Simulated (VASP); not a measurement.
A run of VASP 6.6.1 is set up as follows.

Contents of INCAR:

```
SYSTEM = Ti3Al
PREC = Accurate
ENCUT = 520
EDIFF = 1E-6
ISMEAR = 0
SIGMA = 0.15
LREAL = .False.
LASPH = .True.
NELM = 60
ALGO = Fast
ISIF = 2
LWAVE = .False.
LCHARG = .False.
GGA = PE
NBANDS = 28
```

The input KPOINTS:

```
regular mesh
0
Gamma
  15 15 6
  0 0 0
```

POSCAR

```
Ti3Al
1.0
    3.0123075325      0.0000000000      0.0000000000
   -1.5061537662      2.6087348472      0.0000000000
    0.0000000000      0.0000000000      8.7323783060
Ti Al
3 1
Direct
    0.6666666667      0.3333333333      0.0000000000
    0.3333333333      0.6666666667      0.7612900095
    0.3333333333      0.6666666667      0.2387099905
    0.6666666667      0.3333333333      0.5000000000
```

Potentials or basis: VASP PAW PBE potentials, release 64 (Ti_sv, Al).

Command:

```console
$ cat potpaw_PBE.64/Ti_sv/POTCAR potpaw_PBE.64/Al/POTCAR > POTCAR
$ mpirun -np 1 vasp_std > vasp.out
```

(1) Estimate the band gap on the k mesh.

(2) What does it give for the largest force?

(3) Predict the pressure.

## Answers

(1) zero (an odd number of electrons rules out a gap without spin polarisation).

(2) 0.871 eV/Å.

(3) 1.3 GPa.
